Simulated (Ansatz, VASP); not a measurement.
Ir in VASP and in Ansatz

```
Ir
1.0
     0.00000    1.88873    1.98317
     1.88873    0.00000    1.98317
     1.88873    1.88873    0.00000
Ir
1
Direct
  0.00000 0.00000 0.00000
```

Alike in both runs: task single point; functional LDA; k mesh 8 × 8 × 8; occupations gaussian, width 0.15 eV; no spin polarisation.

|  | VASP | Ansatz |
| --- | --- | --- |
| version | VASP 6.6.1 | Ansatz 0.2.0 |
| potentials or method | VASP PAW LDA potentials, release 64 (Ir), cutoff 520 eV | scalar-relativistic, plane waves, PAW |
| valence electrons in the cell | 9 | 17 |

```csv
,VASP,Ansatz,Ansatz less VASP
gap on the k mesh at the Fermi level (eV),none,none,-
pressure (GPa),-4.2,-6.4,-2.23
"traceless stress, the component that is largest in VASP (GPa)",-11.45,-11.51,-0.061
```

LDA's correlation is that of Perdew and Zunger in VASP and of Perdew and Wang (1992) in Ansatz. A gap of «none» marks a metal or a gap that the smearing closes. VASP's potentials hold 9 valence electrons a cell and Ansatz's 17, so a difference there can come from the potentials and not from the codes.

Neither program's run includes spin-orbit coupling.
